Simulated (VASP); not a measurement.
# K2HfSe3 (P-3m1) in VASP: notebook

The runs below take K2HfSe3 through relaxation of cell and atoms, single point, with PBE.

All numbers are computed with VASP 6.6.1; they aren't measurements. Logs are shortened: lines on timing, memory, paths and dates and some standing lists are left out, and cuts for length are marked.

**1. The cell of the first run**

It takes space group P-3m1 (No. 164, trigonal). The conventional cell has a = 4.681 Å, b = 4.681 Å, c = 7.843 Å, α = 90.00°, β = 90.00°, γ = 120.00°. K (site symmetry 3m) has 7 Se at 2.73 to 3.13 Å and 3 Hf at 3.58 Å within 3.6 Å. Within 4.7 Å of Hf (site symmetry -3m) lie 6 K at 3.58 Å and 8 Se at 3.83 to 3.92 Å and 6 Hf at 4.68 Å. Within 3.9 Å of Se (site symmetry 3m) lie 4 K at 2.73 to 2.78 Å and 6 Se at 2.96 to 3.62 Å and 3 Hf at 3.83 Å. Se (site symmetry -3m) has 6 Se at 2.96 Å and 6 K at 3.13 Å and 2 Hf at 3.92 Å within 4.0 Å.

The cell was generated, and may not be a known phase.

**2. Relaxation of cell and atoms, PBE**

INCAR

```
SYSTEM = K2HfSe3
PREC = Accurate
ENCUT = 600
EDIFF = 1E-6
ISMEAR = 0
SIGMA = 0.1
LREAL = .False.
LASPH = .True.
NELM = 60
ALGO = Normal
ISIF = 3
LWAVE = .False.
LCHARG = .False.
GGA = PE
IBRION = 2
NSW = 90
EDIFFG = -0.04
```

KPOINTS

```
regular mesh
0
Gamma
  6 6 2
  0 0 0
```

POSCAR

```
K2HfSe3
1.0
    4.6809473800      0.0000000000      0.0000000000
   -2.3404736900      4.0538193500      0.0000000000
    0.0000000000      0.0000000000      7.8426514700
K Hf Se
2 1 3
Direct
    0.6666666700      0.3333333300      0.7006975400
    0.3333333300      0.6666666700      0.2993024600
    0.0000000000      0.0000000000      0.0000000000
    0.6666666700      0.3333333300      0.3462188200
    0.3333333300      0.6666666700      0.6537811800
    0.0000000000      0.0000000000      0.5000000000
```

Potentials or basis: VASP PAW PBE potentials, release 64 (K_sv, Hf_pv, Se).

Started as:

```console
$ cat potpaw_PBE.64/K_sv/POTCAR potpaw_PBE.64/Hf_pv/POTCAR potpaw_PBE.64/Se/POTCAR > POTCAR
$ mpirun -np 1 vasp_std > vasp.out
```

OUTCAR:

```text
SYSTEM = K2HfSe3
   PREC = Accurate
   ENCUT = 600
   EDIFF = 1E-6
   ISMEAR = 0
   LREAL = .False.
   LASPH = .True.
   NELM = 60
   ISIF = 3
   GGA = PE
   IBRION = 2
   NSW = 90
   EDIFFG = -0.04

 ion  position               nearest neighbor table
   1  0.667  0.333  0.701-   5 2.73   5 2.73   5 2.73   4 2.78   6 3.13   6 3.13   6 3.13   3 3.58
                             3 3.58   3 3.58
   2  0.333  0.667  0.299-   4 2.73   4 2.73   4 2.73   5 2.78   6 3.13   6 3.13   6 3.13   3 3.58
                             3 3.58   3 3.58
   3  0.000  0.000  0.000-   1 3.58   2 3.58   1 3.58   2 3.58   1 3.58   2 3.58
   4  0.667  0.333  0.346-   2 2.73   2 2.73   2 2.73   1 2.78
   5  0.333  0.667  0.654-   1 2.73   1 2.73   1 2.73   2 2.78
   6  0.000  0.000  0.500-   1 3.13   2 3.13   1 3.13   2 3.13   1 3.13   2 3.13

  LATTYP: Found a hexagonal cell.
 ALAT       =     4.6809473800
 C/A-ratio  =     1.6754410664

  Lattice vectors:

 A1 = (   4.6809473800,   0.0000000000,   0.0000000000)
 A2 = (  -2.3404736900,   4.0538193500,   0.0000000000)
 A3 = (   0.0000000000,   0.0000000000,   7.8426514700)

Analysis of symmetry for initial positions (statically):
=====================================================================
 Subroutine PRICEL returns:
 Original cell was already a primitive cell.

 Routine SETGRP: Setting up the symmetry group for a
 hexagonal supercell.

 Subroutine GETGRP returns: Found 12 space group operations
 (whereof 12 operations were pure point group operations)
 out of a pool of 24 trial point group operations.

The static configuration has the point symmetry D_3d.

Analysis of symmetry for dynamics (positions and initial velocities):
=====================================================================
 Subroutine PRICEL returns:
 Original cell was already a primitive cell.

 Routine SETGRP: Setting up the symmetry group for a
 hexagonal supercell.

 Subroutine GETGRP returns: Found 12 space group operations
 (whereof 12 operations were pure point group operations)
 out of a pool of 24 trial point group operations.

The dynamic configuration has the point symmetry D_3d.

 Subroutine INISYM returns: Found 12 space group operations
 (whereof 12 operations are pure point group operations),
 and found     1 'primitive' translations

----------------------------------------------------------------------------------------

                                     Primitive cell

  volume of cell :     148.8199

  direct lattice vectors                    reciprocal lattice vectors
     4.680947380  0.000000000  0.000000000     0.213631968  0.123340474  0.000000000
    -2.340473690  4.053819350  0.000000000     0.000000000  0.246680948  0.000000000
     0.000000000  0.000000000  7.842651470     0.000000000  0.000000000  0.127507898

  length of vectors
     4.680947380  4.680947384  7.842651470     0.246680948  0.246680948  0.127507898

  position of ions in fractional coordinates (direct lattice)
     0.666666670  0.333333330  0.700697540
     0.333333330  0.666666670  0.299302460
     0.000000000  0.000000000  0.000000000
     0.666666670  0.333333330  0.346218820
     0.333333330  0.666666670  0.653781180
     0.000000000  0.000000000  0.500000000

  ion indices of the primitive-cell ions
   primitive index   ion index
                 1           1
                 2           2
                 3           3
                 4           4
                 5           5
                 6           6

----------------------------------------------------------------------------------------

 KPOINTS: regular mesh

Automatic generation of k-mesh.
 Grid dimensions read from file:
 generate k-points for:    6    6    2

 Generating k-lattice:

  Cartesian coordinates                     Fractional coordinates (reciprocal lattice)
     0.035605328  0.020556746  0.000000000     0.166666667  0.000000000  0.000000000
     0.000000000  0.041113491  0.000000000     0.000000000  0.166666667  0.000000000
     0.000000000  0.000000000  0.063753949     0.000000000  0.000000000  0.500000000

  Length of vectors
     0.041113491  0.041113491  0.063753949

  Shift w.r.t. Gamma in fractional coordinates (k-lattice)
     0.000000000  0.000000000  0.000000000

 Subroutine IBZKPT returns following result:
 ===========================================

 Found     14 irreducible k-points:

 Following reciprocal coordinates:
            Coordinates               Weight
  0.000000  0.000000  0.000000      1.000000
  0.166667  0.000000  0.000000      6.000000
  0.333333  0.000000  0.000000      6.000000
  0.500000  0.000000  0.000000      3.000000
  0.166667  0.166667  0.000000      6.000000
  0.333333  0.166667  0.000000     12.000000
  0.333333  0.333333  0.000000      2.000000
  0.000000  0.000000  0.500000      1.000000
  0.166667  0.000000  0.500000      6.000000
  0.333333  0.000000  0.500000      6.000000
  0.500000  0.000000  0.500000      3.000000
  0.166667  0.166667  0.500000      6.000000
  0.333333  0.166667  0.500000     12.000000
  0.333333  0.333333  0.500000      2.000000
   k-points           NKPTS =     14   k-points in BZ     NKDIM =     14   number of bands    NBANDS=     27
   number of dos      NEDOS =    301   number of ions     NIONS =      6
   total plane-waves  NPLWV = 102400
   dimension x,y,z NGX =    40 NGY =   40 NGZ =   64
   dimension x,y,z NGXF=    80 NGYF=   80 NGZF=  128
   ions per type =               2   1   3
   NGX,Y,Z   is equivalent  to a cutoff of  14.21, 14.21, 13.57 a.u.
   NGXF,Y,Z  is equivalent  to a cutoff of  28.41, 28.41, 27.13 a.u.
 SYSTEM =  K2HfSe3
   PREC   = accura    normal or accurate (medium, high low for compatibility)
   ISTART =      0    job   : 0-new  1-cont  2-samecut
   ICHARG =      2    charge: 1-file 2-atom 10-const
   ISPIN  =      1    spin polarized calculation?
   LNONCOLLINEAR =      F non collinear calculations
   LSORBIT =      F    spin-orbit coupling
   LASPH  =      T    aspherical Exc in radial PAW
   ENCUT  =  600.0 eV  44.10 Ry    6.64 a.u.   9.35  9.35 15.66*2*pi/ulx,y,z
   NELM   =     60;   NELMIN=  2; NELMDL= -5     # of ELM steps
   EDIFF  = 0.1E-05   stopping-criterion for ELM
   LREAL  =      F    real-space projection
   EDIFFG = -.4E-01   stopping-criterion for IOM
   NSW    =     90    number of steps for IOM
   IBRION =      2    ionic relax: 0-MD 1-quasi-New 2-CG
   NFREE  =      1    steps in history (QN), initial steepest desc. (CG)
   ISIF   =      3    stress and relaxation
   ISYM   =      2    0-nonsym 1-usesym 2-fastsym
   POTIM  = 0.5000    time-step for ionic-motion
   TEBEG  =    0.0;   TEEND  =   0.0 temperature during run
   PSTRESS=    0.0 pullay stress
   NELECT =      46.0000    total number of electrons
   NUPDOWN=      -1.0000    fix difference up-down
   EMIN   =  10.00;   EMAX   =-10.00  energy-range for DOS
   EFERMI =   0.00;   METHOD = LEGACY
   ISMEAR =     0;   SIGMA  =   0.10  broadening in eV -4-tet -1-fermi 0-gaus
   EFERMI_NEDOS =   21; number of points for ismear=-14 and -15
   IALGO  =     38    algorithm
   IMIX   =      4    mixing-type and parameters
     AMIX     =   0.40;   BMIX     =  1.00
     AMIX_MAG =   1.60;   BMIX_MAG =  1.00
  volume/ion in A,a.u.               =      24.80       167.38
  Fermi-wavevector in a.u.,A,eV,Ry     =   1.106897  2.091731 16.670134  1.225220
  Thomas-Fermi vector in A             =   2.243404
   LORBIT       =      0    0 simple, 1 ext, 2 COOP (PROOUT), +10 PAW based schemes
   GGA     = PE    functional components
   LHFCALC =     F    Hartree Fock is set to
   AEXX    =    0.0000 exact exchange contribution
   IVDW    =     0    specifies the selected vdW correction
   LEPSILON=     F    determine dielectric tensor
   LRPA    =     F    only Hartree local field effects (RPA)
 conjugate gradient relaxation of ions
 non-spin polarized calculation
 Gauss-broadening in eV      SIGMA  =   0.10
  energy-cutoff  :      600.00
  volume of cell :      148.82
 maximum number of plane-waves:      5011
 NGX is ok and might be reduce to    40
   NGX = 19   NGY = 19   NGZ = 31

--------------------------------------- Ionic step        1  -------------------------------------------

 number of electron      46.0000002 magnetization

 Free energy of the ion-electron system (eV)
  ---------------------------------------------------
  ext. energy  EPLUGINS =         0.00000000
  ---------------------------------------------------
  free energy    TOTEN  =       -16.94032647 eV

  energy without entropy =      -16.90927998  energy(sigma->0) =      -16.92480323

------------------------ aborting loop because EDIFF is reached ----------------------------------------

  FORCE on cell =-STRESS in cart. coord.  units (eV):
  Direction    XX          YY          ZZ          XY          YZ          ZX
  --------------------------------------------------------------------------------------
  -------------------------------------------------------------------------------------
  Total       14.1106690     14.1106690      6.2021517     -0.0000000      0.0000000      0.0000000
  in kB      151.9137625    151.9137629     66.7716178     -0.0000000      0.0000000      0.0000000
  external PRESSURE =     123.5330477 kB  Pullay stress =       0.0000000 kB
[... 101 lines left out ...]
  FREE ENERGIE OF THE ION-ELECTRON SYSTEM (eV)
  ---------------------------------------------------
  free  energy   TOTEN  =       -18.8770224459 eV

  energy  without entropy=      -18.8217604547  energy(sigma->0) =      -18.84939145

 E-fermi :   3.4883     XC(G=0):  -9.7625

 val. band max:        3.4824243252   @ k =   0.5000   0.0000   0.0000
 cond. band min:       3.6114929878   @ k =   0.1667   0.1667   0.0000
 fundamental gap:      0.1290686626
 Fermi energy:         3.4883061558

 k-point     1 :       0.0000    0.0000    0.0000
  band No.  band energies     occupation
      1     -29.4619      2.00000
      2     -29.2504      2.00000
      3     -29.2504      2.00000
      4     -26.0342      2.00000
      5     -25.9438      2.00000
      6     -10.4650      2.00000
[... 409 lines left out ...]
     26       5.5209      0.00000
     27       5.5209      0.00000

[... ionic steps 4 to 48 ...]

--------------------------------------- Ionic step       49  -------------------------------------------

 number of electron      45.9999999 magnetization

------------------------ aborting loop because EDIFF is reached ----------------------------------------

  FORCE on cell =-STRESS in cart. coord.  units (eV):
  Direction    XX          YY          ZZ          XY          YZ          ZX
  --------------------------------------------------------------------------------------
  -------------------------------------------------------------------------------------
  Total        0.0082667      0.0082667      0.0822533      0.0000000      0.0000000      0.0000000
  in kB        0.0917229      0.0917229      0.9126415      0.0000000      0.0000000      0.0000000
  external PRESSURE =       0.3653624 kB  Pullay stress =       0.0000000 kB
[... 65 lines left out ...]
  energy  without entropy=      -27.2256009156  energy(sigma->0) =      -27.22912264

--------------------------------------- Ionic step       51  -------------------------------------------

 number of electron      45.9999999 magnetization

 Free energy of the ion-electron system (eV)
  ---------------------------------------------------
  ext. energy  EPLUGINS =         0.00000000
  ---------------------------------------------------
  free energy    TOTEN  =       -27.23311780 eV

  energy without entropy =      -27.22609335  energy(sigma->0) =      -27.22960558

 E-fermi :   3.5674     XC(G=0):  -9.6411

 val. band max:        3.4052053238   @ k =   0.5000   0.0000   0.0000
 cond. band min:       3.6132761780   @ k =   0.0000   0.0000   0.0000
 fundamental gap:      0.2080708542
 Fermi energy:         3.5673706548

 k-point     1 :       0.0000    0.0000    0.0000
  band No.  band energies     occupation
      1     -29.4382      2.00000
      2     -29.1405      2.00000
      3     -29.1405      2.00000
      4     -26.6664      2.00000
      5     -26.4779      2.00000
      6     -10.4421      2.00000
[... 442 lines left out ...]
  FREE ENERGIE OF THE ION-ELECTRON SYSTEM (eV)
  ---------------------------------------------------
  free  energy   TOTEN  =       -27.2331178047 eV

  energy  without entropy=      -27.2260933517  energy(sigma->0) =      -27.22960558

 reached required accuracy - stopping structural energy minimisation
```

It took 29 min on 1 thread of Intel Xeon 6975P-C (Granite Rapids), shared host; peak memory 0.38 GiB.

What came out:

- Free energy: -27.2331 eV
- Relaxed volume: 24.08 Å³/atom
- Relaxed cell: a = 5.199 Å, b = 5.199 Å, c = 6.171 Å, α = 90.00°, β = 90.00°, γ = 120.00°
- Space group after relaxing (to 0.1 Å): P-3m1 (No. 164)
- Energy gained by relaxing: 1715.5 meV/atom
- Ionic steps: 51
- Pressure after relaxing: 0.0 GPa
- Largest force after relaxing: 0.039 eV/Å
- Band gap on the k mesh: zero (bands 23 and 24 overlap by 0.14 eV)

Forces in eV/Å, atoms in the order of the input:
```
K    0.000  0.000  0.039
K    0.000  0.000 -0.039
Hf   0.000  0.000  0.000
Se   0.000  0.000 -0.004
Se   0.000  0.000  0.004
Se   0.000  0.000  0.000
```

The path:
```csv
step,energy change (eV),largest force (eV/Å),pressure (GPa),volume (Å³)
1,0.0000,2.1732,12.35,148.82
3,-1.9367,1.1420,-1.51,201.38
5,-2.2896,1.5648,-1.63,195.49
7,-6.6558,3.1243,3.72,151.81
9,-6.7204,3.2946,2.55,153.47
11,-6.8726,2.0278,3.94,151.65
13,-7.3712,1.3019,1.62,154.35
15,-7.9165,1.9624,-3.26,165.98
17,-8.6289,1.5631,-1.78,153.51
19,-9.4156,1.1716,3.77,136.62
21,-9.5100,1.1564,5.28,147.75
23,-10.0897,0.5363,-0.17,150.38
25,-10.1251,0.4554,-0.54,151.31
27,-10.1798,0.1713,0.00,149.81
29,-10.1836,0.1376,0.03,149.73
31,-10.1932,0.1149,0.51,148.55
33,-10.1965,0.0766,0.29,149.02
35,-10.2085,0.0749,-0.49,150.48
37,-10.2119,0.0721,-1.10,151.65
39,-10.2220,0.0866,-1.22,151.37
41,-10.2615,0.1459,-1.51,149.80
43,-10.2859,0.1698,-0.16,145.32
45,-10.2878,0.1438,-0.08,145.04
47,-10.2906,0.0529,-0.03,144.82
49,-10.2923,0.0505,0.04,144.40
51,-10.2928,0.0387,0.00,144.48
```

Final structure:
```
K Hf Se
1.0
     5.19936    0.00000    0.00000
    -2.59968    4.50277    0.00000
     0.00000    0.00000    6.17114
K Hf Se
2 1 3
Direct
  0.66667 0.33333 0.59417
  0.33333 0.66667 0.40583
  0.00000 0.00000 0.00000
  0.66667 0.33333 0.07966
  0.33333 0.66667 0.92034
  0.00000 0.00000 0.50000
```

Caveat: the k points lie up to 0.51 Å⁻¹ apart in the final cell; a cell axis changed by over 15 % at a fixed basis, so the end point is rough; spin-orbit coupling is left out, which moves the levels of the heavy elements.

**3. Relaxation of cell and atoms, PBE**

This run uses another cell than the first one, of 24.09 Å³/atom.

INCAR

```
ALGO     = Normal         # electronic algorithm
EDIFF    = 1E-6           # SCF threshold, eV
EDIFFG   = -0.04          # ionic threshold
ENCUT    = 600            # plane-wave cutoff, eV
GGA      = PE             # functional
IBRION   = 2              # ionic algorithm
ISIF     = 3              # what is computed and relaxed
ISMEAR   = 0              # smearing method
LASPH    = T              # aspherical terms in the spheres
LCHARG   = F              # write CHGCAR
LREAL    = F              # projectors in reciprocal space
LWAVE    = F              # write WAVECAR
NELM     = 100            # most SCF steps
NSW      = 90             # ionic steps
PREC     = Accurate       # precision mode
SIGMA    = 0.1            # smearing width, eV
```

KPOINTS

```
k-points
0
Gamma
  6 6 4
```

POSCAR

```
K2HfSe3
1.0
    5.1821124921      0.0000000000      0.0000000000
   -2.5910562461      4.4878410635      0.0000000000
    0.0000000000      0.0000000000      6.2157591858
K Hf Se
2 1 3
Direct
    0.6666666667      0.3333333333      0.5977098575
    0.3333333333      0.6666666667      0.4022901425
    0.0000000000      0.0000000000      0.0000000000
    0.6666666667      0.3333333333      0.0806569372
    0.3333333333      0.6666666667      0.9193430628
    0.0000000000      0.0000000000      0.5000000000
```

Potentials or basis: VASP PAW PBE potentials, release 64 (K_sv, Hf_pv, Se).

Started as:

```console
$ cat potpaw_PBE.64/K_sv/POTCAR potpaw_PBE.64/Hf_pv/POTCAR potpaw_PBE.64/Se/POTCAR > POTCAR
$ mpirun -np 1 vasp_std > vasp.out
```

Wall time 2.5 min (1 thread of Intel Xeon 6975P-C (Granite Rapids), shared host); peak memory 0.37 GiB.

It converged, with:

| Property | Result |
| --- | --- |
| Free energy | -27.3154 eV |
| Relaxed volume | 24.08 Å³/atom |
| Relaxed cell | a = 5.202 Å, b = 5.202 Å, c = 6.165 Å, α = 90.00°, β = 90.00°, γ = 120.00° |
| Space group after relaxing (to 0.1 Å) | P-3m1 (No. 164) |
| Energy gained by relaxing | 0.6 meV/atom |
| Ionic steps | 3 |
| Pressure after relaxing | -0.1 GPa |
| Largest force after relaxing | 0.038 eV/Å |
| Band gap on the k mesh | zero (bands 23 and 24 overlap by 0.12 eV) |

Forces on the atoms (eV/Å):
```
K    0.000  0.000 -0.022
K    0.000  0.000  0.022
Hf   0.000  0.000  0.000
Se   0.000  0.000  0.038
Se   0.000  0.000 -0.038
Se   0.000  0.000  0.000
```

Step by step:
```
step  energy change (eV)  largest force (eV/Å)  pressure (GPa)  volume (Å³)
   1              0.0000                0.0804           -0.01       144.56
   2             -0.0024                0.0617           -0.06       144.53
   3             -0.0036                0.0380           -0.11       144.49
```

Final structure:
```yaml
crystal:
  lattice:
    - [5.20201, 0.00000, 0.00000]
    - [-2.60101, 4.50508, 0.00000]
    - [0.00000, 0.00000, 6.16541]
  atoms:
    - { symbol: K, position: [0.66667, 0.33333, 0.59774] }
    - { symbol: K, position: [0.33333, 0.66667, 0.40226] }
    - { symbol: Hf, position: [0.00000, 0.00000, 0.00000] }
    - { symbol: Se, position: [0.66667, 0.33333, 0.08206] }
    - { symbol: Se, position: [0.33333, 0.66667, 0.91794] }
    - { symbol: Se, position: [0.00000, 0.00000, 0.50000] }
```

Levels at points of the mesh, in eV from the Fermi level:
```csv
k point,band 21,band 22,band 23,band 24,band 25,band 26
"(0.00, 0.00, 0.00)",-1.40,-0.96,-0.96,0.04,0.04,0.30
"(0.50, 0.00, 0.00)",-1.92,-1.85,-0.15,0.10,0.53,0.92
"(0.00, 0.00, 0.50)",-2.09,-1.58,-1.58,0.86,0.86,1.85
"(0.50, 0.00, 0.50)",-1.53,-1.43,-0.75,0.74,1.15,1.36
```

Caveat: spin-orbit coupling is left out, which moves the levels of the heavy elements.

(Part 1 of 2 ends here.)

The gap in the log of VASP goes by the Fermi energy; the results here count the filled bands.